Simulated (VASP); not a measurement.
Here is a VASP 6.6.1 calculation.

File INCAR:

```
PREC     = Accurate       # precision mode
ENCUT    = 520            # plane-wave cutoff, eV
EDIFF    = 1E-6           # SCF threshold, eV
ISMEAR   = 0              # smearing method
SIGMA    = 0.15           # smearing width, eV
LREAL    = False          # projectors in reciprocal space
LASPH    = True           # aspherical terms in the spheres
NELM     = 100            # most SCF steps
ALGO     = Fast           # electronic algorithm
ISIF     = 2              # what is computed and relaxed
LWAVE    = False          # write WAVECAR
LCHARG   = True           # write CHGCAR
GGA      = PS             # functional
LELF     = True           # ELF
LVHAR    = True         
NBANDS   = 12             # bands
```

File KPOINTS:

```
regular mesh
0
Gamma
  26 26 26
```

The input POSCAR:

```
Ti
1.0
    0.0000000000      2.0786191803      2.1293172091
    2.0786191803      0.0000000000      2.1293172091
    2.0786191803      2.0786191803      0.0000000000
Ti
1
Direct
    0.0000000000      0.0000000000      0.0000000000
```

Potentials or basis: VASP PAW PBE potentials, release 64 (Ti_sv).

Launch:

```console
$ cat potpaw_PBE.64/Ti_sv/POTCAR > POTCAR
$ mpirun -np 1 vasp_std > vasp.out
```

(1) What does it give for the band gap on the k mesh?

(2) Estimate the pressure.

Results:

(1) zero (band 6 reaches 8.27 eV, above the bottom of band 7 at 7.03 eV).

(2) -9.5 GPa.

Caveat: the cell differs from its parent crystal (strain +0.025 along x and y, +0.050 along z); the PAW data sets were made with another functional, which shifts forces and pressure a little.
